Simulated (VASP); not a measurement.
Input of a VASP 6.6.1 run:

Contents of INCAR:

```
SYSTEM = TaN
PREC = Accurate
ENCUT = 520
EDIFF = 1E-7
ISMEAR = -1
SIGMA = 0.05
LREAL = .FALSE.
LASPH = .TRUE.
NELM = 100
ALGO = Normal
ISIF = 2
LWAVE = .FALSE.
LCHARG = .TRUE.
GGA = PS
LELF = .TRUE.
LVHAR = .TRUE.
NBANDS = 33
```

Contents of KPOINTS:

```
Automatic mesh
0
G
  6 6 9
  0 0 0
```

File POSCAR:

```
TaN
1.0
    5.1960000000      0.0000000000      0.0000000000
   -2.5980000000      4.4998679981      0.0000000000
    0.0000000000      0.0000000000      2.9110000000
Ta N
3 3
Direct
    0.0000000000      0.0000000000      0.0000000000
    0.6666666667      0.3333333333      0.5000000000
    0.3333333333      0.6666666667      0.5000000000
    0.0000000000      0.3928500000      0.0000000000
    0.6071500000      0.6071500000      0.0000000000
    0.3928500000      0.0000000000      0.0000000000
```

Potentials or basis: VASP PAW PBE potentials, release 64 (Ta_pv, N).

The run is started by

```sh
$ cat potpaw_PBE.64/Ta_pv/POTCAR potpaw_PBE.64/N/POTCAR > POTCAR
$ mpirun -np 1 vasp_std > vasp.out
```

(1) Predict the band gap on the k mesh.

(2) Predict the largest force.

Results:

(1) zero (band 24 reaches 9.93 eV, above the bottom of band 25 at 6.83 eV).

(2) 0.026 eV/Å.

Caveat: the PAW data sets were made with another functional, which shifts forces and pressure a little; spin-orbit coupling is left out, which moves the levels of the heavy elements.
